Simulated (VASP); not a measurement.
## Sn: single point with PBEsol

Sn:

```xyz
1
Lattice="-1.9231 1.9231 1.8378 1.9231 -1.9231 1.8378 1.9231 1.9231 -1.8378" Properties=species:S:1:pos:R:3 pbc="T T T"
Sn    0.0000    0.0000    0.0000
```

This cell differs from its parent crystal: strain +0.015 along x and y, -0.030 along z.

```
Program                : VASP 6.6.1
Task                   : single point
Functional             : PBEsol
Potentials or basis    : VASP PAW PBE potentials, release 64 (Sn_d)
Cutoff                 : 520 eV
k mesh                 : 18 × 18 × 18
Occupations            : gaussian, width 0.15 eV
Spin                   : no spin polarisation
Dipole correction      : no
Further INCAR settings : ALGO = Fast; EDIFF = 1e-07; NBANDS = 13
```

```json
{
 "Pressure": "-2.0 GPa",
 "Band gap on the k mesh": "zero (bands 7 and 8 overlap by 10.23 eV)"
}
```

Stress tensor (GPa, compression positive):
```
-1.68  0.00  0.00
 0.00 -1.68  0.00
 0.00  0.00 -2.53
```

Levels at points of the mesh, in eV from the Fermi level:
| k point | band 4 | band 5 | band 6 | band 7 | band 8 | band 9 | band 10 | band 11 |
| --- | --- | --- | --- | --- | --- | --- | --- | --- |
| (0.00, 0.00, 0.00) | -21.32 | -21.29 | -11.10 | 7.82 | 7.82 | 8.16 | 11.99 | 11.99 |
| (0.50, 0.00, 0.00) | -21.30 | -21.22 | -6.32 | -4.38 | 3.43 | 5.17 | 7.74 | 8.03 |
| (0.50, 0.50, 0.00) | -21.31 | -21.23 | -6.62 | -4.51 | 3.99 | 5.96 | 8.43 | 8.78 |
| (0.50, 0.50, 0.50) | -21.25 | -21.23 | -2.55 | -0.75 | -0.75 | 0.11 | 3.63 | 4.12 |

Wall time 51 s on 1 thread of Intel(R) Xeon(R) 6975P-C (Granite Rapids), on a shared host, peak memory 0.26 GiB.

Caveat: the cell differs from its parent crystal (strain +0.015 along x and y, -0.030 along z); the PAW data sets were made with another functional, which shifts forces and pressure a little; spin-orbit coupling is left out, which moves the levels of the heavy elements.
